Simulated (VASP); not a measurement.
# HOs12 (a cell with a defect) in VASP: single point with PBE

Aim: the single point of HOs12 (a cell with a defect) with PBE.

Everything below comes from runs of VASP 6.6.1. Logs are shortened: lines on timing, memory, paths and dates and some standing lists are left out, and cuts for length are marked.

## Step 1: The cell of the first run

The cell holds a defect, 13 atoms: a = 5.480 Å, b = 8.220 Å, c = 4.326 Å, α = 90.00°, β = 90.00°, γ = 120.00°.

## Step 2: Single point, PBE

The input, INCAR:

```
SYSTEM = HOs12
PREC = Accurate
ENCUT = 520
EDIFF = 1E-6
ISMEAR = -1
SIGMA = 0.05
LREAL = .FALSE.
LASPH = .TRUE.
NELM = 80
ALGO = Normal
ISIF = 2
LWAVE = .FALSE.
LCHARG = .FALSE.
GGA = PE
NBANDS = 60
```

The input, KPOINTS:

```
Automatic mesh
0
G
  3 2 3
  0 0 0
```

The input, POSCAR:

```
HOs12
1.0
    5.4800000000      0.0000000000      0.0000000000
   -4.1100000000      7.1187290000      0.0000000000
    0.0000000000      0.0000000000      4.3264600000
Os H
12 1
Direct
   -0.0064783844     -0.0019613009     -0.0035604384
    0.1622793202      0.2235937967      0.5040585157
    0.0028985392      0.3362453436      0.0007111667
    0.1682747490      0.5560868622      0.4988937742
   -0.0002738410      0.6645258064      0.0013501418
    0.1636672069      0.8846362079      0.5055852805
    0.5048679588     -0.0014718099     -0.0039155726
    0.6745611110      0.2247423418      0.5042043167
    0.5031010960      0.3375771361     -0.0053686937
    0.6678448056      0.5578791102      0.4989995701
    0.4992697810      0.6663836637      0.0015872343
    0.6653050372      0.8862551108      0.4997705453
    0.3375542205      0.1119310315      0.2527238595
```

Potentials or basis: VASP PAW PBE potentials, release 64 (Os, H).

Run with:

```
cat potpaw_PBE.64/Os/POTCAR potpaw_PBE.64/H/POTCAR > POTCAR
mpirun -np 1 vasp_std > vasp.out
```

OUTCAR:

```text
SYSTEM = HOs12
   PREC = Accurate
   ENCUT = 520
   EDIFF = 1E-6
   ISMEAR = -1
   LREAL = .FALSE.
   LASPH = .TRUE.
   NELM = 80
   ISIF = 2
   GGA = PE

 ion  position               nearest neighbor table
   1  0.994  0.998  0.996-  13 1.97  12 2.65   2 2.67   6 2.67  12 2.68   7 2.68  11 2.72   2 2.72
                             6 2.73   3 2.75   5 2.76   9 2.79   7 2.80
   2  0.162  0.224  0.504-  13 1.96   3 2.65   1 2.67   9 2.67   8 2.68   3 2.68   4 2.72   1 2.72
                             9 2.73  12 2.75  10 2.76   6 2.79   8 2.80
   3  0.003  0.336  0.001-   8 2.65   2 2.65   4 2.66   4 2.68   2 2.68   8 2.68   5 2.71  11 2.72
                             9 2.74   9 2.74   7 2.75   1 2.75
   4  0.168  0.556  0.499-   3 2.66  11 2.66   5 2.67   3 2.68   5 2.68  11 2.68   6 2.71   8 2.71
                             2 2.72  12 2.72  10 2.73  10 2.75
   5  1.000  0.665  0.001-   6 2.66   4 2.67  10 2.67   4 2.68  10 2.68   6 2.69   9 2.70   3 2.71
                            11 2.73  11 2.75   7 2.76   1 2.76
   6  0.164  0.885  0.506-  13 1.95   5 2.66   1 2.67   7 2.67   5 2.69  10 2.70   4 2.71   1 2.73
                             7 2.74  12 2.74  12 2.74   2 2.79   8 2.80
   7  0.505  0.999  0.996-  13 1.95  12 2.65   8 2.67   6 2.67   1 2.68  12 2.68  11 2.72   8 2.73
                             6 2.74   3 2.75   5 2.76   9 2.79   1 2.80
   8  0.675  0.225  0.504-  13 1.93   3 2.65   9 2.67   7 2.67   2 2.68   3 2.68   4 2.71   7 2.73
                             9 2.73  10 2.76  12 2.76   6 2.80   2 2.80
   9  0.503  0.338  0.995-  13 1.96  10 2.66   8 2.67   2 2.67  10 2.69   5 2.70  11 2.71   2 2.73
                             8 2.73   3 2.74   3 2.74   1 2.79   7 2.79
  10  0.668  0.558  0.499-   9 2.66  11 2.67   5 2.67  11 2.68   5 2.68   9 2.69   6 2.70  12 2.71
                             4 2.73   4 2.75   8 2.76   2 2.76
  11  0.499  0.666  0.002-  12 2.66   4 2.66  10 2.67  12 2.68   4 2.68  10 2.68   9 2.71   7 2.72
                             3 2.72   1 2.72   5 2.73   5 2.75
  12  0.665  0.886  0.500-   1 2.65   7 2.65  11 2.66  11 2.68   1 2.68   7 2.68  10 2.71   4 2.72
                             6 2.74   6 2.74   2 2.75   8 2.76
  13  0.338  0.112  0.253-   8 1.93   7 1.95   6 1.95   9 1.96   2 1.96   1 1.97

  LATTYP: Found a simple monoclinic cell.
 ALAT       =     5.4800000000
 B/A-ratio  =     0.7895000000
 C/A-ratio  =     1.3228756879
 COS(beta)  =    -0.1889822319

  Lattice vectors:

 A1 = (   5.4800000000,   0.0000000000,   0.0000000000)
 A2 = (   0.0000000000,   0.0000000000,   4.3264600000)
 A3 = (  -1.3700000000,  -7.1187290000,   0.0000000000)

Analysis of symmetry for initial positions (statically):
=====================================================================
 Subroutine PRICEL returns:
 Original cell was already a primitive cell.

 Routine SETGRP: Setting up the symmetry group for a
 simple monoclinic supercell.

 Subroutine GETGRP returns: Found  1 space group operations
 (whereof  1 operations were pure point group operations)
 out of a pool of  4 trial point group operations.

The static configuration has the point symmetry C_1 .

Analysis of symmetry for dynamics (positions and initial velocities):
=====================================================================
 Subroutine PRICEL returns:
 Original cell was already a primitive cell.

 Routine SETGRP: Setting up the symmetry group for a
 simple monoclinic supercell.

 Subroutine GETGRP returns: Found  1 space group operations
 (whereof  1 operations were pure point group operations)
 out of a pool of  4 trial point group operations.

The dynamic configuration has the point symmetry C_1 .

 Subroutine INISYM returns: Found  1 space group operations
 (whereof  1 operations are pure point group operations),
 and found     1 'primitive' translations

----------------------------------------------------------------------------------------

                                     Primitive cell

  volume of cell :     168.7780

  direct lattice vectors                    reciprocal lattice vectors
     5.480000000  0.000000000  0.000000000     0.182481752  0.105355886  0.000000000
    -4.110000000  7.118729000  0.000000000     0.000000000  0.140474514  0.000000000
     0.000000000  0.000000000  4.326460000     0.000000000  0.000000000  0.231135848

  length of vectors
[... 69 lines left out ...]
|     Results are often still useful ...                                      |
|                                                                             |
 -----------------------------------------------------------------------------

 Subroutine IBZKPT returns following result:
 ===========================================

 Found     10 irreducible k-points:

 Following reciprocal coordinates:
            Coordinates               Weight
  0.000000  0.000000  0.000000      1.000000
  0.333333  0.000000  0.000000      2.000000
  0.000000  0.500000  0.000000      1.000000
  0.333333  0.500000  0.000000      2.000000
  0.000000  0.000000  0.333333      2.000000
  0.333333  0.000000  0.333333      2.000000
 -0.333333 -0.000000  0.333333      2.000000
  0.000000  0.500000  0.333333      2.000000
  0.333333  0.500000  0.333333      2.000000
 -0.333333  0.500000  0.333333      2.000000
   k-points           NKPTS =     10   k-points in BZ     NKDIM =     10   number of bands    NBANDS=     60
   number of dos      NEDOS =    301   number of ions     NIONS =     13
   total plane-waves  NPLWV =  86016
   dimension x,y,z NGX =    42 NGY =   64 NGZ =   32
   dimension x,y,z NGXF=    84 NGYF=  128 NGZF=   64
   ions per type =              12   1
   NGX,Y,Z   is equivalent  to a cutoff of  12.74, 12.94, 12.30 a.u.
   NGXF,Y,Z  is equivalent  to a cutoff of  25.48, 25.89, 24.59 a.u.
 SYSTEM =  HOs12
   PREC   = accura    normal or accurate (medium, high low for compatibility)
   ISTART =      0    job   : 0-new  1-cont  2-samecut
   ICHARG =      2    charge: 1-file 2-atom 10-const
   ISPIN  =      1    spin polarized calculation?
   LNONCOLLINEAR =      F non collinear calculations
   LSORBIT =      F    spin-orbit coupling
   LASPH  =      T    aspherical Exc in radial PAW
   ENCUT  =  520.0 eV  38.22 Ry    6.18 a.u.  10.19 15.28  8.04*2*pi/ulx,y,z
   NELM   =     80;   NELMIN=  2; NELMDL= -5     # of ELM steps
   EDIFF  = 0.1E-05   stopping-criterion for ELM
   LREAL  =      F    real-space projection
   EDIFFG = 0.1E-04   stopping-criterion for IOM
   NSW    =      0    number of steps for IOM
   IBRION =     -1    ionic relax: 0-MD 1-quasi-New 2-CG
   NFREE  =      0    steps in history (QN), initial steepest desc. (CG)
   ISIF   =      2    stress and relaxation
   ISYM   =      2    0-nonsym 1-usesym 2-fastsym
   POTIM  = 0.5000    time-step for ionic-motion
   TEBEG  =    0.0;   TEEND  =   0.0 temperature during run
   PSTRESS=    0.0 pullay stress
   NELECT =      97.0000    total number of electrons
   NUPDOWN=      -1.0000    fix difference up-down
   EMIN   =  10.00;   EMAX   =-10.00  energy-range for DOS
   EFERMI =   0.00;   METHOD = LEGACY
   ISMEAR =    -1;   SIGMA  =   0.05  broadening in eV -4-tet -1-fermi 0-gaus
   EFERMI_NEDOS =   21; number of points for ismear=-14 and -15
   IALGO  =     38    algorithm
   IMIX   =      4    mixing-type and parameters
     AMIX     =   0.40;   BMIX     =  1.00
     AMIX_MAG =   1.60;   BMIX_MAG =  1.00
  volume/ion in A,a.u.               =      12.98        87.61
  Fermi-wavevector in a.u.,A,eV,Ry     =   1.361111  2.572127 25.206464  1.852623
  Thomas-Fermi vector in A             =   2.487715
   LORBIT       =      0    0 simple, 1 ext, 2 COOP (PROOUT), +10 PAW based schemes
   GGA     = PE    functional components
   LHFCALC =     F    Hartree Fock is set to
   AEXX    =    0.0000 exact exchange contribution
   IVDW    =     0    specifies the selected vdW correction
   LEPSILON=     F    determine dielectric tensor
   LRPA    =     F    only Hartree local field effects (RPA)
 non-spin polarized calculation
  energy-cutoff  :      520.00
  volume of cell :      168.78
 maximum number of plane-waves:      4559
 NGX is ok and might be reduce to    42
   NGX = 21   NGY = 31   NGZ = 17

 number of electron      96.9999999 magnetization

 Free energy of the ion-electron system (eV)
  ---------------------------------------------------
  ext. energy  EPLUGINS =         0.00000000
  ---------------------------------------------------
  free energy    TOTEN  =      -136.58985578 eV

  energy without entropy =     -136.53741505  energy(sigma->0) =     -136.56363542

 E-fermi :   9.6105     XC(G=0): -14.0690

 val. band max:        9.6017645333   @ k =   0.3333   0.0000   0.3333
 cond. band min:       9.7772579403   @ k =   0.3333   0.0000   0.0000
 fundamental gap:      0.1754934071
 Fermi energy:         9.6104776490

 k-point     1 :       0.0000    0.0000    0.0000
  band No.  band energies     occupation
      1      -2.1882      2.00000
      2       0.2886      2.00000
      3       1.6764      2.00000
      4       1.7334      2.00000
      5       2.1025      2.00000
      6       2.4348      2.00000
[... 619 lines left out ...]
     59      11.3532      0.00000
     60      11.3646      0.00000

------------------------ aborting loop because EDIFF is reached ----------------------------------------

  FORCE on cell =-STRESS in cart. coord.  units (eV):
  Direction    XX          YY          ZZ          XY          YZ          ZX
  --------------------------------------------------------------------------------------
  -------------------------------------------------------------------------------------
  Total       14.0574816     14.5897977     11.5462332     -0.1405988      0.0197647     -0.0431022
  in kB      133.4450268    138.4982038    109.6062191     -1.3346782      0.1876221     -0.4091609
  external PRESSURE =     127.1831499 kB  Pullay stress =       0.0000000 kB

 VOLUME and BASIS-vectors are now :
 -----------------------------------------------------------------------------
  energy-cutoff  :      520.00
  volume of cell :      168.78
      direct lattice vectors                 reciprocal lattice vectors
     5.480000000  0.000000000  0.000000000     0.182481752  0.105355886  0.000000000
    -4.110000000  7.118729000  0.000000000     0.000000000  0.140474514  0.000000000
     0.000000000  0.000000000  4.326460000     0.000000000  0.000000000  0.231135848

 POSITION                                       TOTAL-FORCE (eV/Angst)
 -----------------------------------------------------------------------------------
      1.34256      7.10477      4.31106        -0.028433     -0.018000     -0.043423
     -0.02968      1.59170      2.18079        -0.028539      0.019518      0.053356
     -1.36608      2.39364      0.00308        -0.009358      0.007534     -0.008032
     -1.36337      3.95863      2.15844         0.019350     -0.006736     -0.061601
      2.74730      4.73058      0.00584         0.016534     -0.007469      0.025559
     -2.73896      6.29749      2.18739         0.008770     -0.021183      0.060986
     -1.33727      7.10825      4.30952         0.045603     -0.012949     -0.053273
      2.77290      1.59988      2.18142         0.047398      0.024996      0.061032
      1.36955      2.40312      4.30323         0.009777      0.027318     -0.055912
      1.36691      3.97139      2.15890        -0.017215      0.001434     -0.023778
     -0.00284      4.74380      0.00687        -0.017198      0.008081      0.058619
      0.00336      6.30901      2.16224        -0.004772     -0.008218      0.006764
      1.38976      0.79681      1.09340        -0.041916     -0.014325     -0.020298
 -----------------------------------------------------------------------------------
    total drift:                                0.000015     -0.000020      0.000039

  FREE ENERGIE OF THE ION-ELECTRON SYSTEM (eV)
  ---------------------------------------------------
  free  energy   TOTEN  =      -136.5898557800 eV

  energy  without entropy=     -136.5374150536  energy(sigma->0) =     -136.56363542
```

It took 2.2 min on 1 thread of AMD EPYC 7R13 (Zen 3), shared host; peak memory 0.28 GiB.

Results:

| Quantity | Value |
| --- | --- |
| Free energy | -136.5899 eV |
| Pressure | 12.7 GPa |
| Largest force | 0.081 eV/Å |
| Band gap on the k mesh | zero (an odd number of electrons rules out a gap without spin polarisation) |

Forces in eV/Å, atoms in the order of the input:
```
Os  -0.028 -0.018 -0.043
Os  -0.029  0.020  0.053
Os  -0.009  0.008 -0.008
Os   0.019 -0.007 -0.062
Os   0.017 -0.007  0.026
Os   0.009 -0.021  0.061
Os   0.046 -0.013 -0.053
Os   0.047  0.025  0.061
Os   0.010  0.027 -0.056
Os  -0.017  0.001 -0.024
Os  -0.017  0.008  0.059
Os  -0.005 -0.008  0.007
H   -0.042 -0.014 -0.020
```

Levels at points of the mesh, in eV from the Fermi level:
| k point | band 45 | band 46 | band 47 | band 48 | band 49 | band 50 | band 51 | band 52 |
| --- | --- | --- | --- | --- | --- | --- | --- | --- |
| (0.00, 0.00, 0.00) | -0.45 | 0.17 | 0.28 | 0.50 | 0.53 | 0.69 | 0.75 | 0.82 |
| (0.00, 0.50, 0.00) | -1.68 | -1.58 | -1.49 | -1.35 | 0.68 | 0.75 | 1.83 | 1.91 |

Caveat: the k points lie up to 0.48 Å⁻¹ apart, too coarse for converged energies and pressures of a metal; spin-orbit coupling is left out, which moves the levels of the heavy elements.
